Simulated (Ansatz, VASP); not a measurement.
**One calculation of BiTe, two programs**

File INCAR:

```
  ALGO = Normal
  EDIFF = 1E-6
  ENCUT = 500
  GGA = PS
  GGA_COMPAT = F
  ISIF = 2
  ISMEAR = 0
  LASPH = T
  LCHARG = F
  LREAL = F
  LWAVE = F
  NBANDS = 18
  NELM = 120
  PREC = Accurate
  SIGMA = 0.15
```

File KPOINTS:

```
k-points
0
Gamma
  14 14 14
```

Contents of POSCAR:

```
BiTe
1.0
    0.0000000000      3.2026500000      3.2026500000
    3.2350000000     -0.0323500000      3.2350000000
    3.2350000000      3.2350000000     -0.0323500000
Bi Te
1 1
Direct
    0.0000000000      0.0000000000      0.0000000000
    0.5000000000      0.5000000000      0.5000000000
```

Input for Ansatz:

```yaml
crystal:
  lattice:
    - [0.0, 3.20265, 3.20265]
    - [3.235, -0.03235, 3.235]
    - [3.235, 3.235, -0.03235]
  atoms:
    - { symbol: Bi, position: [0.0, 0.0, 0.0] }
    - { symbol: Te, position: [0.5, 0.5, 0.5] }
basis:
  ecutwfc: 420
kpoints:
  mp_grid: { grid: [14, 14, 14] }
hamiltonian:
  xc: pbesol
scf:
  occupations: { method: gaussian, width: 0.15 }
output:
  forces: true
  stress: true
  eigenvalues: true
```

Change from the starting cell: strain -0.0200 x Voigt [0, 0, 0, 1, 0, 0], atoms carried along.

Alike in both runs: task single point; functional PBEsol; k mesh 14 × 14 × 14; occupations gaussian, width 0.15 eV; no spin polarisation.

```csv
,VASP,Ansatz
version,VASP 6.6.1,Ansatz 0.2.0
potentials or method,"VASP PAW PBE potentials, release 64 (Bi_d, Te), cutoff 500 eV","scalar-relativistic, plane waves, PAW"
valence electrons in the cell,21,31
```

```tsv
	VASP	Ansatz	Ansatz less VASP
gap on the k mesh at the Fermi level (eV)	none	none	-
pressure (GPa)	-1.7	-1.7	+0.02
```

VASP's potentials were made for PBE, not for PBEsol. A gap of «none» marks a metal or a gap that the smearing closes. VASP's potentials hold 21 valence electrons a cell and Ansatz's 31, so a difference there can come from the potentials and not from the codes.

Spin-orbit coupling is off throughout.
